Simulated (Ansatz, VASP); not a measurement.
# Two plane-wave programs on MgI2

```
CELL_PARAMETERS angstrom
3.96571 0.00000 0.00000
-1.98285 3.43440 0.00000
0.00000 0.00000 6.50522
ATOMIC_POSITIONS crystal
Mg 0.00000 0.00000 0.00000
I 0.33333 0.66667 0.75235
I 0.66667 0.33333 0.24765
```

Alike in both runs: task single point; functional LDA; k mesh 6 × 6 × 4; occupations gaussian, width 0.05 eV; no spin polarisation.

|  | VASP | Ansatz |
| --- | --- | --- |
| version | VASP 6.6.1 | Ansatz 0.2.0 |
| potentials or method | VASP PAW LDA potentials, release 64 (Mg, I), cutoff 520 eV | scalar-relativistic, plane waves, PAW |
| valence electrons in the cell | 16 | 44 |

|  | VASP | Ansatz | Ansatz less VASP |
| --- | --- | --- | --- |
| gap on the k mesh at the Fermi level (eV) | 3.33 | 3.35 | +0.022 |
| least direct gap on the mesh (eV) | 3.98 | 3.97 | -0.013 |
| pressure (GPa) | 3.4 | 3.5 | +0.09 |
| traceless stress, the component that is largest in VASP (GPa) | -0.05 | -0.07 | -0.025 |
| rms of the force components (eV/Å) | 0.211 | 0.213 | +0.0022 |

LDA's correlation is that of Perdew and Zunger in VASP and of Perdew and Wang (1992) in Ansatz. Atom by atom the forces differ by 0.002 eV/Å (rms over components). VASP's potentials hold 16 valence electrons a cell and Ansatz's 44, so a difference there can come from the potentials and not from the codes.

Neither program's run includes spin-orbit coupling.
